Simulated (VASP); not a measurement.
# TaF3 (Pm-3m) in VASP: further runs, part 2 of 2

VASP 6.6.1. Earlier steps stand in the parts before.

### 4 Relaxation of cell and atoms, PBE+U

INCAR reads:

```
SYSTEM = TaF3
PREC     = Accurate       ! precision mode
ENCUT    = 700            ! plane-wave cutoff, eV
EDIFF    = 1E-7           ! SCF threshold, eV
ISMEAR   = -1             ! smearing method
SIGMA    = 0.05           ! smearing width, eV
LREAL    = .FALSE.        ! projectors in reciprocal space
LASPH    = .TRUE.         ! aspherical terms in the spheres
NELM     = 200            ! most SCF steps
ALGO     = Normal         ! electronic algorithm
ISIF     = 3              ! what is computed and relaxed
LWAVE    = .FALSE.        ! write WAVECAR
LCHARG   = .FALSE.        ! write CHGCAR
LMAXMIX  = 4              ! l up to which the mixer works
LDAU     = .TRUE.         ! DFT+U
LDAUTYPE = 2            
LDAUL    = 2 -1           ! shell
LDAUU    = 2 0            ! U, eV
LDAUJ    = 0 0          
LDAUPRINT= 1            
GGA      = PE             ! functional
IBRION   = 2              ! ionic algorithm
NSW      = 60             ! ionic steps
EDIFFG   = -0.01          ! ionic threshold
GGA_COMPAT= .FALSE.      
NELMIN   = 4
```

KPOINTS reads:

```
regular mesh
0
G
  7 7 7
  0 0 0
```

POSCAR reads:

```
TaF3
1.0
    3.9012000000      0.0000000000      0.0000000000
    0.0000000000      3.9012000000      0.0000000000
    0.0000000000      0.0000000000      3.9012000000
Ta F
1 3
Direct
    0.0000000000      0.0000000000      0.0000000000
    0.0000000000      0.0000000000      0.5000000000
    0.0000000000      0.5000000000      0.0000000000
    0.5000000000      0.0000000000      0.0000000000
```

Potentials or basis: VASP PAW PBE potentials, release 64 (Ta_sv_GW, F).

On the command line:

```
$ cat potpaw_PBE.64/Ta_sv_GW/POTCAR potpaw_PBE.64/F/POTCAR > POTCAR
$ mpirun -np 1 vasp_std > vasp.out
```

OUTCAR:

```text
SYSTEM = TaF3
   PREC = Accurate
   ENCUT = 700
   EDIFF = 1E-7
   ISMEAR = -1
   LREAL = .FALSE.
   LASPH = .TRUE.
   NELM = 200
   ISIF = 3
   GGA = PE
   IBRION = 2
   NSW = 60
   EDIFFG = -0.01
   NELMIN = 4

 ion  position               nearest neighbor table
   1  0.000  0.000  0.000-   2 1.95   3 1.95   4 1.95   2 1.95   3 1.95   4 1.95
   2  0.000  0.000  0.500-   1 1.95   1 1.95
   3  0.000  0.500  0.000-   1 1.95   1 1.95
   4  0.500  0.000  0.000-   1 1.95   1 1.95

  LATTYP: Found a simple cubic cell.
 ALAT       =     3.9012000000

  Lattice vectors:

 A1 = (   3.9012000000,   0.0000000000,   0.0000000000)
 A2 = (   0.0000000000,   3.9012000000,   0.0000000000)
 A3 = (   0.0000000000,   0.0000000000,   3.9012000000)

Analysis of symmetry for initial positions (statically):
=====================================================================
 Subroutine PRICEL returns:
[... 309 lines left out ...]
  o =  0.1320  v =  0.0000  0.0000 -1.0000 -0.0000 -0.0015  0.0000  0.0000  0.0000  0.0000  0.0000      0.0000  0.0000  0.0000  0.0000  0.0000  0.0000  0.0000  0.0000  0.0000  0.0000
  o =  0.1320  v =  0.0000  0.0000  0.0000  0.0000  0.0000  0.0000  0.0000 -1.0000 -0.0000 -0.0015      0.0000  0.0000  0.0000  0.0000  0.0000  0.0000  0.0000  0.0000  0.0000  0.0000
  o =  0.1320  v =  0.0000 -0.0000 -0.0015  0.0000  1.0000  0.0000  0.0000  0.0000  0.0000  0.0000      0.0000  0.0000  0.0000  0.0000  0.0000  0.0000  0.0000  0.0000  0.0000  0.0000
  o =  0.1320  v =  0.0000  0.0000  0.0000  0.0000  0.0000  0.0000 -0.0000 -0.0015  0.0000  1.0000      0.0000  0.0000  0.0000  0.0000  0.0000  0.0000  0.0000  0.0000  0.0000  0.0000
  o =  0.2915  v =  0.0000  0.0000  0.0000  0.0000  0.0000  0.0000  0.9215  0.0000 -0.3883  0.0000      0.0000  0.0000  0.0000  0.0000  0.0000  0.0000  0.0000  0.0000  0.0000  0.0000
  o =  0.2915  v =  0.0000  0.9215  0.0000 -0.3883  0.0000  0.0000  0.0000  0.0000  0.0000  0.0000      0.0000  0.0000  0.0000  0.0000  0.0000  0.0000  0.0000  0.0000  0.0000  0.0000
  o =  0.2915  v =  0.0000  0.0000  0.0000  0.0000  0.0000  0.0000  0.3883 -0.0000  0.9215  0.0000      0.0000  0.0000  0.0000  0.0000  0.0000  0.0000  0.0000  0.0000  0.0000  0.0000
  o =  0.2915  v =  0.0000  0.3883 -0.0000  0.9215  0.0000  0.0000  0.0000  0.0000  0.0000  0.0000      0.0000  0.0000  0.0000  0.0000  0.0000  0.0000  0.0000  0.0000  0.0000  0.0000
  o =  0.2915  v =  1.0000  0.0000  0.0000  0.0000  0.0000  0.0000  0.0000  0.0000  0.0000  0.0000      0.0000  0.0000  0.0000  0.0000  0.0000  0.0000  0.0000  0.0000  0.0000  0.0000
  o =  0.2915  v =  0.0000  0.0000  0.0000  0.0000  0.0000  1.0000  0.0000  0.0000  0.0000  0.0000      0.0000  0.0000  0.0000  0.0000  0.0000  0.0000  0.0000  0.0000  0.0000  0.0000

--------------------------------------- Ionic step        4  -------------------------------------------

 number of electron      34.0000000 magnetization

 Free energy of the ion-electron system (eV)
  ---------------------------------------------------
  ext. energy  EPLUGINS =         0.00000000
  ---------------------------------------------------
  free energy    TOTEN  =       -27.57091653 eV

  energy without entropy =      -27.53186375  energy(sigma->0) =      -27.55139014

 E-fermi :   4.5772     XC(G=0):  -8.3430

 val. band max:        4.5649998976   @ k =   0.2857   0.1429   0.1429
 cond. band min:       4.5849959147   @ k =   0.2857   0.2857   0.1429
 fundamental gap:      0.0199960171
 Fermi energy:         4.5771803741

 k-point     1 :       0.0000    0.0000    0.0000
  band No.  band energies     occupation
      1     -66.1871      2.00000
      2     -32.7149      2.00000
      3     -32.7149      2.00000
      4     -32.7149      2.00000
      5     -23.0808      2.00000
      6     -22.7892      2.00000
[... 500 lines left out ...]
  FREE ENERGIE OF THE ION-ELECTRON SYSTEM (eV)
  ---------------------------------------------------
  free  energy   TOTEN  =       -27.5709165304 eV

  energy  without entropy=      -27.5318637459  energy(sigma->0) =      -27.55139014

 reached required accuracy - stopping structural energy minimisation
```

CONTCAR:

```text
TaF3
   1.00000000000000
     4.1438195605976729    0.0000000000000000    0.0000000000000000
     0.0000000000000000    4.1438195605976729    0.0000000000000000
    -0.0000000000000000    0.0000000000000000    4.1438195605976729
  Ta              F
     1     3
Direct
     0.0000000000000000    0.0000000000000000    0.0000000000000000
     0.0000000000000000    0.0000000000000000    0.5000000000000000
     0.0000000000000000    0.5000000000000000    0.0000000000000000
     0.5000000000000000    0.0000000000000000    0.0000000000000000

  0.00000000E+00  0.00000000E+00  0.00000000E+00
  0.00000000E+00  0.00000000E+00  0.00000000E+00
  0.00000000E+00  0.00000000E+00  0.00000000E+00
  0.00000000E+00  0.00000000E+00  0.00000000E+00
```

Run time: 2 min. Hardware: 1 thread of AMD EPYC 7R13 (Zen 3), shared host; peak memory 0.2 GiB.

Results:

```
Free energy                           : -27.5709 eV
Relaxed volume                        : 17.79 Å³/atom
Relaxed cell                          : a = 4.144 Å, b = 4.144 Å, c = 4.144 Å, α = 90.00°, β = 90.00°, γ = 90.00°
Space group after relaxing (to 0.1 Å) : Pm-3m (No. 221)
Energy gained by relaxing             : 218.0 meV/atom
Ionic steps                           : 4
Pressure after relaxing               : 0.0 GPa
Band gap on the k mesh                : zero (bands 17 and 18 overlap by 2.01 eV)
```

The path:
| step | energy change (eV) | largest force (eV/Å) | pressure (GPa) | volume (Å³) |
| --- | --- | --- | --- | --- |
| 1 | 0.0000 | 0.0000 | 28.08 | 59.37 |
| 2 | -0.2809 | 0.0000 | -11.93 | 84.66 |
| 3 | -0.8718 | 0.0000 | -0.38 | 71.41 |
| 4 | -0.8721 | 0.0000 | -0.02 | 71.15 |

Final structure:
```yaml
crystal:
  lattice:
    - [4.14382, 0.00000, 0.00000]
    - [0.00000, 4.14382, 0.00000]
    - [0.00000, 0.00000, 4.14382]
  atoms:
    - { symbol: Ta, position: [0.00000, 0.00000, 0.00000] }
    - { symbol: F, position: [0.00000, 0.00000, 0.50000] }
    - { symbol: F, position: [0.00000, 0.50000, 0.00000] }
    - { symbol: F, position: [0.50000, 0.00000, 0.00000] }
```

Levels at points of the mesh, in eV from the Fermi level:
```
           k point  band 14  band 15  band 16  band 17  band 18  band 19  band 20  band 21
(0.00, 0.00, 0.00)    -8.08    -8.08    -8.08    -0.88    -0.88    -0.88    -0.27     2.04
```

Eigenvalues of the final occupation matrices:
```tsv
site	spin	trace	eigenvalues
site 1 d	1	1.14	0.13 0.13 0.29 0.29 0.29
site 1 d	2	1.14	0.13 0.13 0.29 0.29 0.29
```

Caveat: the volume moved by over 15 % at a fixed basis, so the end points are rough; spin-orbit coupling is left out, which moves the levels of the heavy elements; U without spin polarisation on a metal has little footing. PBE usually gives volumes a little too large and moduli too small.

### 5 Overview

| task | level | potentials or basis | U | cell | k mesh | cutoff (eV) | grid for exact exchange (PRECFOCK) | share of exact exchange | gap on the mesh (eV) | pressure (GPa) | relaxed volume (Å³/atom) |
| --- | --- | --- | --- | --- | --- | --- | --- | --- | --- | --- | --- |
| single point | PBEsol-based global hybrid with 25 % exact exchange | VASP PAW PBE potentials, release 64 (Ta_pv, F) | - | as given | 4 × 4 × 4 | 520 | Normal | 0.25 | none | 18.5 | - |
| relaxation of cell and atoms | PBE+U | VASP PAW PBE potentials, release 64 (Ta_sv_GW, F) | Ta d U = 5.0 eV | relaxed | 7 × 7 × 7 | 700 | - | - | none | 0.0 | 18.22 |
| relaxation of cell and atoms | PBE+U | VASP PAW PBE potentials, release 64 (Ta_sv_GW, F) | Ta d U = 2.0 eV | relaxed | 7 × 7 × 7 | 700 | - | - | none | 0.0 | 17.79 |

Alike in all rows: no spin polarisation; smearing fermi-dirac 0.05 eV.

Caveats: some runs use coarse meshes; spin-orbit coupling is left out, which moves the levels of the heavy elements; the volume moved by over 15 % at a fixed basis, so the end points are rough (at least some runs); U without spin polarisation on a metal has little footing (at least some runs); the PAW data sets were made with another functional, which shifts forces and pressure a little (at least some runs).

Total energies depend on the potentials used, so only differences within one code and one set of settings carry meaning.

The gap in the log of VASP goes by the Fermi energy; the results here count the filled bands.